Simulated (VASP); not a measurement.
# Cu in VASP: a series of runs

Cu is run at these levels: LDA; tasks: single point.

All numbers are computed with VASP 6.6.1; they aren't measurements. Logs are shortened: lines on timing, memory, paths and dates and some standing lists are left out, and cuts for length are marked.

## 1. The cell of the first run

The structure is cubic, space group Fm-3m (No. 225). Conventional cell: a = 3.615 Å, b = 3.615 Å, c = 3.615 Å, α = 90.00°, β = 90.00°, γ = 90.00°. Within 3.4 Å of Cu (site symmetry m-3m) lie 12 Cu at 2.56 Å.

## 2. Single point, LDA

File INCAR:

```
PREC     = Accurate       # precision mode
ENCUT    = 520            # plane-wave cutoff, eV
EDIFF    = 1E-6           # SCF threshold, eV
ISMEAR   = 1              # smearing method
SIGMA    = 0.1            # smearing width, eV
LREAL    = F              # projectors in reciprocal space
LASPH    = T              # aspherical terms in the spheres
NELM     = 100            # most SCF steps
ALGO     = Normal         # electronic algorithm
ISIF     = 2              # what is computed and relaxed
LWAVE    = F              # write WAVECAR
LCHARG   = F              # write CHGCAR
GGA      = CA             # functional
NBANDS   = 12             # bands
```

File KPOINTS:

```
regular mesh
0
Gamma
  16 16 16
```

File POSCAR:

```
Cu
1.0
    0.0000000000      1.8075000000      1.8075000000
    1.8075000000      0.0000000000      1.8075000000
    1.8075000000      1.8075000000      0.0000000000
Cu
1
Direct
    0.0000000000      0.0000000000      0.0000000000
```

Potentials or basis: VASP PAW LDA potentials, release 64 (Cu).

Launch:

```console
cat potpaw_LDA.64/Cu/POTCAR > POTCAR
mpirun -np 1 vasp_std > vasp.out
```

OUTCAR:

```text
PREC = Accurate
   ENCUT = 520
   EDIFF = 1E-6
   ISMEAR = 1
   LREAL = F
   LASPH = T
   NELM = 100
   ISIF = 2
   GGA = CA

 ion  position               nearest neighbor table
   1  0.000  0.000  0.000-

  LATTYP: Found a face centered cubic cell.
 ALAT       =     3.6150000000

  Lattice vectors:

 A1 = (   0.0000000000,   1.8075000000,   1.8075000000)
 A2 = (   1.8075000000,   0.0000000000,   1.8075000000)
 A3 = (   1.8075000000,   1.8075000000,   0.0000000000)

Analysis of symmetry for initial positions (statically):
=====================================================================
 Subroutine PRICEL returns:
 Original cell was already a primitive cell.

 Routine SETGRP: Setting up the symmetry group for a
 face centered cubic supercell.

 Subroutine GETGRP returns: Found 48 space group operations
 (whereof 48 operations were pure point group operations)
 out of a pool of 48 trial point group operations.

The static configuration has the point symmetry O_h .

Analysis of symmetry for dynamics (positions and initial velocities):
=====================================================================
 Subroutine PRICEL returns:
 Original cell was already a primitive cell.

 Routine SETGRP: Setting up the symmetry group for a
 face centered cubic supercell.

 Subroutine GETGRP returns: Found 48 space group operations
 (whereof 48 operations were pure point group operations)
 out of a pool of 48 trial point group operations.

The dynamic configuration has the point symmetry O_h .

 Subroutine INISYM returns: Found 48 space group operations
 (whereof 48 operations are pure point group operations),
 and found     1 'primitive' translations

----------------------------------------------------------------------------------------

                                     Primitive cell

  volume of cell :      11.8104

  direct lattice vectors                    reciprocal lattice vectors
     0.000000000  1.807500000  1.807500000    -0.276625173  0.276625173  0.276625173
     1.807500000  0.000000000  1.807500000     0.276625173 -0.276625173  0.276625173
     1.807500000  1.807500000  0.000000000     0.276625173  0.276625173 -0.276625173

  length of vectors
     2.556191014  2.556191014  2.556191014     0.479128854  0.479128854  0.479128854

  position of ions in fractional coordinates (direct lattice)
     0.000000000  0.000000000  0.000000000

  ion indices of the primitive-cell ions
   primitive index   ion index
                 1           1

----------------------------------------------------------------------------------------

 KPOINTS: regular mesh

Automatic generation of k-mesh.
 Grid dimensions read from file:
 generate k-points for:   16   16   16

 Generating k-lattice:

  Cartesian coordinates                     Fractional coordinates (reciprocal lattice)
    -0.017289073  0.017289073  0.017289073     0.062500000  0.000000000  0.000000000
     0.017289073 -0.017289073  0.017289073     0.000000000  0.062500000  0.000000000
     0.017289073  0.017289073 -0.017289073     0.000000000  0.000000000  0.062500000

  Length of vectors
     0.029945553  0.029945553  0.029945553

  Shift w.r.t. Gamma in fractional coordinates (k-lattice)
     0.000000000  0.000000000  0.000000000

 Subroutine IBZKPT returns following result:
 ===========================================

 Found    145 irreducible k-points:

 Following reciprocal coordinates:
            Coordinates               Weight
  0.000000  0.000000  0.000000      1.000000
  0.062500  0.000000  0.000000      8.000000
  0.125000  0.000000  0.000000      8.000000
  0.187500  0.000000  0.000000      8.000000
  0.250000  0.000000  0.000000      8.000000
  0.312500  0.000000  0.000000      8.000000
[... 16 lines left out ...]
 -0.125000  0.062500  0.000000     24.000000
 -0.062500  0.062500  0.000000     12.000000
 [... further k-points ...]
   k-points           NKPTS =    145   k-points in BZ     NKDIM =    145   number of bands    NBANDS=     12
   number of dos      NEDOS =    301   number of ions     NIONS =      1
   total plane-waves  NPLWV =   8000
   dimension x,y,z NGX =    20 NGY =   20 NGZ =   20
   dimension x,y,z NGXF=    40 NGYF=   40 NGZF=   40
   ions per type =               1
   NGX,Y,Z   is equivalent  to a cutoff of  13.01, 13.01, 13.01 a.u.
   NGXF,Y,Z  is equivalent  to a cutoff of  26.01, 26.01, 26.01 a.u.
 SYSTEM =  unknown system
   PREC   = accura    normal or accurate (medium, high low for compatibility)
   ISTART =      0    job   : 0-new  1-cont  2-samecut
   ICHARG =      2    charge: 1-file 2-atom 10-const
   ISPIN  =      1    spin polarized calculation?
   LNONCOLLINEAR =      F non collinear calculations
   LSORBIT =      F    spin-orbit coupling
   LASPH  =      T    aspherical Exc in radial PAW
   ENCUT  =  520.0 eV  38.22 Ry    6.18 a.u.   4.75  4.75  4.75*2*pi/ulx,y,z
   NELM   =    100;   NELMIN=  2; NELMDL= -5     # of ELM steps
   EDIFF  = 0.1E-05   stopping-criterion for ELM
   LREAL  =      F    real-space projection
   EDIFFG = 0.1E-04   stopping-criterion for IOM
   NSW    =      0    number of steps for IOM
   IBRION =     -1    ionic relax: 0-MD 1-quasi-New 2-CG
   NFREE  =      0    steps in history (QN), initial steepest desc. (CG)
   ISIF   =      2    stress and relaxation
   ISYM   =      2    0-nonsym 1-usesym 2-fastsym
   POTIM  = 0.5000    time-step for ionic-motion
   TEBEG  =    0.0;   TEEND  =   0.0 temperature during run
   PSTRESS=    0.0 pullay stress
   NELECT =      11.0000    total number of electrons
   NUPDOWN=      -1.0000    fix difference up-down
   EMIN   =  10.00;   EMAX   =-10.00  energy-range for DOS
   EFERMI =   0.00;   METHOD = LEGACY
   ISMEAR =     1;   SIGMA  =   0.10  broadening in eV -4-tet -1-fermi 0-gaus
   EFERMI_NEDOS =   21; number of points for ismear=-14 and -15
   IALGO  =     38    algorithm
   IMIX   =      4    mixing-type and parameters
     AMIX     =   0.40;   BMIX     =  1.00
     AMIX_MAG =   1.60;   BMIX_MAG =  1.00
  volume/ion in A,a.u.               =      11.81        79.70
  Fermi-wavevector in a.u.,A,eV,Ry     =   1.598763  3.021224 34.777078  2.556043
  Thomas-Fermi vector in A             =   2.696162
   LORBIT       =      0    0 simple, 1 ext, 2 COOP (PROOUT), +10 PAW based schemes
   GGA     = CA    functional components
   LHFCALC =     F    Hartree Fock is set to
   AEXX    =    0.0000 exact exchange contribution
   IVDW    =     0    specifies the selected vdW correction
   LEPSILON=     F    determine dielectric tensor
   LRPA    =     F    only Hartree local field effects (RPA)
 non-spin polarized calculation
 Methfessel and Paxton  Order N= 1 SIGMA  =   0.10
  energy-cutoff  :      520.00
  volume of cell :       11.81
 maximum number of plane-waves:       332
   NGX =  9   NGY =  9   NGZ =  9

 number of electron      11.0000001 magnetization

 Free energy of the ion-electron system (eV)
  ---------------------------------------------------
  ext. energy  EPLUGINS =         0.00000000
  ---------------------------------------------------
  free energy    TOTEN  =        -4.67391960 eV

  energy without entropy =       -4.67374175  energy(sigma->0) =       -4.67386031

 E-fermi :   7.2823     XC(G=0): -13.1021

 val. band max:        7.2045795450   @ k =   0.4375   0.3750   0.0000
 cond. band min:       7.2842715147   @ k =   0.5000   0.1875   0.0625
 fundamental gap:      0.0796919697
 Fermi energy:         7.2823283014

 k-point     1 :       0.0000    0.0000    0.0000
  band No.  band energies     occupation
      1      -2.0103      2.00000
      2       4.2673      2.00000
      3       4.2673      2.00000
      4       4.2673      2.00000
      5       5.1052      2.00000
      6       5.1052      2.00000
      7      30.0239      0.00000
      8      32.4833      0.00000
      9      32.4833      0.00000
     10      32.4833      0.00000
     11      35.0230      0.00000
     12      35.0230      0.00000

 k-point     2 :       0.0625    0.0000    0.0000
  band No.  band energies     occupation
      1      -1.8681      2.00000
      2       4.2373      2.00000
      3       4.2943      2.00000
      4       4.2943      2.00000
      5       5.0946      2.00000
      6       5.0946      2.00000
      7      29.1046      0.00000
      8      31.0525      0.00000
      9      32.0444      0.00000
     10      32.0444      0.00000
     11      35.6645      0.00000
     12      35.6645      0.00000

 k-point     3 :       0.1250    0.0000    0.0000
  band No.  band energies     occupation
      1      -1.4475      2.00000
      2       4.1583      2.00000
      3       4.3616      2.00000
      4       4.3616      2.00000
      5       5.0760      2.00000
      6       5.0760      2.00000
      7      26.1355      0.00000
      8      30.6141      0.00000
      9      31.2887      0.00000
     10      31.2887      0.00000
     11      36.9331      0.00000
     12      36.9332      0.00000

 k-point     4 :       0.1875    0.0000    0.0000
  band No.  band energies     occupation
      1      -0.7708      2.00000
      2       4.0643      2.00000
      3       4.4237      2.00000
      4       4.4237      2.00000
      5       5.0913      2.00000
      6       5.0913      2.00000
      7      22.8930      0.00000
      8      30.3325      0.00000
      9      30.6026      0.00000
     10      30.6026      0.00000
     11      36.9302      0.00000
     12      37.2044      0.00000

 k-point     5 :       0.2500    0.0000    0.0000
  band No.  band energies     occupation
      1       0.1078      2.00000
      2       4.0209      2.00000
      3       4.4275      2.00000
      4       4.4275      2.00000
      5       5.1865      2.00000
      6       5.1865      2.00000
      7      19.7673      0.00000
      8      29.9112      0.00000
      9      30.0605      0.00000
     10      30.0605      0.00000
     11      35.7796      0.00000
     12      35.7796      0.00000
[... 228 lines left out ...]
      1       0.5373      2.00000
      2       3.9802      2.00000
      3       4.4033      2.00000
      4       4.4570      2.00000
      5       5.1110      2.00000
      6       5.4088      2.00000
      7      18.8675      0.00000
      8      26.7374      0.00000
      9      30.7721      0.00000
     10      31.8657      0.00000
     11      33.8020      0.00000
     12      35.0759      0.00000

 k-point    22 :      -0.1875    0.0625    0.0000
  band No.  band energies     occupation
      1      -0.3784      2.00000
      2       3.9966      2.00000
      3       4.4395      2.00000
      4       4.4752      2.00000
      5       4.9927      2.00000
      6       5.2432      2.00000
      7      21.9319      0.00000
      8      27.1644      0.00000
      9      31.4760      0.00000
     10      32.4842      0.00000
     11      35.1535      0.00000
     12      35.2765      0.00000

 k-point    23 :      -0.1250    0.0625    0.0000
  band No.  band energies     occupation
      1      -1.1263      2.00000
      2       4.0883      2.00000
      3       4.4133      2.00000
      4       4.4133      2.00000
      5       4.9885      2.00000
      6       5.1529      2.00000
      7      25.1376      0.00000
      8      27.8055      0.00000
      9      31.7711      0.00000
     10      32.9800      0.00000
     11      35.4507      0.00000
     12      36.0661      0.00000

 k-point    24 :      -0.0625    0.0625    0.0000
  band No.  band energies     occupation
      1      -1.6330      2.00000
      2       4.1821      2.00000
      3       4.3335      2.00000
      4       4.3472      2.00000
      5       5.0420      2.00000
      6       5.1187      2.00000
      7      27.9944      0.00000
      8      29.0175      0.00000
      9      31.6352      0.00000
     10      33.0201      0.00000
     11      35.2139      0.00000
     12      35.9512      0.00000

 [... further k-points ...]

------------------------ aborting loop because EDIFF is reached ----------------------------------------

  FORCE on cell =-STRESS in cart. coord.  units (eV):
  Direction    XX          YY          ZZ          XY          YZ          ZX
  --------------------------------------------------------------------------------------
  -------------------------------------------------------------------------------------
  Total       -0.8593268     -0.8593268     -0.8593268      0.0000000     -0.0000000      0.0000000
  in kB     -116.5746304   -116.5746304   -116.5746304      0.0000000     -0.0000000      0.0000000
  external PRESSURE =    -116.5746304 kB  Pullay stress =       0.0000000 kB

 VOLUME and BASIS-vectors are now :
 -----------------------------------------------------------------------------
  energy-cutoff  :      520.00
  volume of cell :       11.81
      direct lattice vectors                 reciprocal lattice vectors
     0.000000000  1.807500000  1.807500000    -0.276625173  0.276625173  0.276625173
     1.807500000  0.000000000  1.807500000     0.276625173 -0.276625173  0.276625173
     1.807500000  1.807500000  0.000000000     0.276625173  0.276625173 -0.276625173

 POSITION                                       TOTAL-FORCE (eV/Angst)
 -----------------------------------------------------------------------------------
      0.00000      0.00000      0.00000        -0.000000     -0.000000      0.000000
 -----------------------------------------------------------------------------------
    total drift:                                0.000000      0.000000      0.000000

  FREE ENERGIE OF THE ION-ELECTRON SYSTEM (eV)
  ---------------------------------------------------
  free  energy   TOTEN  =        -4.6739195954 eV

  energy  without entropy=       -4.6737417529  energy(sigma->0) =       -4.67386031
```

Wall time 7.3 s (1 thread of Intel Xeon 6975P-C (Granite Rapids), shared host); peak memory 0.13 GiB.

What came out:

```
Free energy : -4.6739 eV
Pressure    : -11.7 GPa
```

## 3. Single point, LDA

File INCAR:

```
ALGO = Normal
EDIFF = 1E-6
ENCUT = 520
ISIF = 2
ISMEAR = 1
LASPH = T
LCHARG = T
LELF = T
LREAL = F
LVHAR = T
LWAVE = F
NBANDS = 12
NELM = 100
PREC = Accurate
SIGMA = 0.1
```

File KPOINTS:

```
k-points
0
Gamma
  16 16 16
```

File POSCAR:

```
Cu
1.0
   -0.0361500000      1.7894250000      1.7894250000
    1.7894250000     -0.0361500000      1.7894250000
    1.7894250000      1.7894250000     -0.0361500000
Cu
1
Direct
    0.0000000000      0.0000000000      0.0000000000
```

Potentials or basis: VASP PAW LDA potentials, release 64 (Cu).

Launch:

```console
cat potpaw_LDA.64/Cu/POTCAR > POTCAR
mpirun -np 1 vasp_std > vasp.out
```

Wall time 21 s (1 thread of Intel Xeon 6975P-C (Granite Rapids), shared host); peak memory 0.16 GiB.

Results (log left out):

- Free energy: -4.6709 eV
- Pressure: -11.5 GPa

Stress tensor (GPa, compression positive):
```
-11.47   1.47   1.47
  1.47 -11.47   1.47
  1.47   1.47 -11.47
```

Levels at points of the mesh, in eV from the Fermi level:
| k point | band 4 | band 5 | band 6 | band 7 | band 8 | band 9 |
| --- | --- | --- | --- | --- | --- | --- |
| (0.00, 0.00, 0.00) | -2.91 | -2.17 | -2.17 | 22.62 | 24.72 | 24.72 |
| (0.50, 0.00, 0.00) | -1.65 | -1.58 | -1.01 | 3.65 | 21.26 | 21.92 |
| (0.50, 0.50, 0.00) | -1.47 | -1.45 | 1.55 | 7.17 | 12.59 | 13.55 |
| (0.50, 0.50, 0.50) | -1.58 | -1.58 | -0.64 | 4.21 | 20.84 | 21.33 |

## 4. Single point, LDA

File INCAR:

```
SYSTEM = Cu
PREC = Accurate
ENCUT = 520
EDIFF = 1E-6
ISMEAR = 1
SIGMA = 0.1
LREAL = .False.
LASPH = .True.
NELM = 100
ALGO = Normal
ISIF = 2
LWAVE = .False.
LCHARG = .True.
GGA = CA
LELF = .True.
LVHAR = .True.
NBANDS = 12
```

File KPOINTS:

```
regular mesh
0
Gamma
  16 16 16
  0 0 0
```

File POSCAR:

```
Cu
1.0
   -0.0241000000      1.7954500000      1.7954500000
    1.7954500000     -0.0241000000      1.7954500000
    1.7954500000      1.7954500000     -0.0241000000
Cu
1
Direct
    0.0000000000      0.0000000000      0.0000000000
```

Launch:

```console
cat potpaw_LDA.64/Cu/POTCAR > POTCAR
mpirun -np 1 vasp_std > vasp.out
```

It took 20 s on 1 thread of Intel Xeon 6975P-C (Granite Rapids), shared host; peak memory 0.16 GiB.

It converged, with:

```
Free energy : -4.6726 eV
Pressure    : -11.6 GPa
```

Stress tensor (GPa, compression positive):
```
-11.57   0.97   0.97
  0.97 -11.57   0.97
  0.97   0.97 -11.57
```

Levels at points of the mesh, in eV from the Fermi level:
| k point | band 3 | band 4 | band 5 | band 6 | band 7 | band 8 | band 9 | band 10 |
| --- | --- | --- | --- | --- | --- | --- | --- | --- |
| (0.00, 0.00, 0.00) | -3.05 | -2.94 | -2.17 | -2.17 | 22.68 | 24.88 | 24.88 | 25.94 |
| (0.50, 0.00, 0.00) | -2.97 | -1.64 | -1.59 | -0.98 | 3.69 | 21.28 | 21.93 | 22.40 |
| (0.50, 0.50, 0.00) | -1.62 | -1.47 | -1.46 | 1.55 | 7.17 | 12.75 | 13.39 | 17.67 |
| (0.50, 0.50, 0.50) | -3.05 | -1.59 | -1.59 | -0.74 | 4.06 | 20.98 | 21.54 | 21.54 |

## 5. The runs side by side

```tsv
cell	gap on the mesh (eV)	pressure (GPa)
a = 2.556 Å, angles 60.0°, 1 atom	none	-11.7
a = 2.531 Å, angles 61.3°, 1 atom	none	-11.5
a = 2.539 Å, angles 60.9°, 1 atom	none	-11.6
```

Alike in all rows: task single point; level LDA; potentials or basis VASP PAW LDA potentials, release 64 (Cu); no spin polarisation; k mesh 16 × 16 × 16; cutoff (eV) 520; smearing methfessel-paxton 0.1 eV.

Total energies depend on the potentials used, so only differences within one code and one set of settings carry meaning.
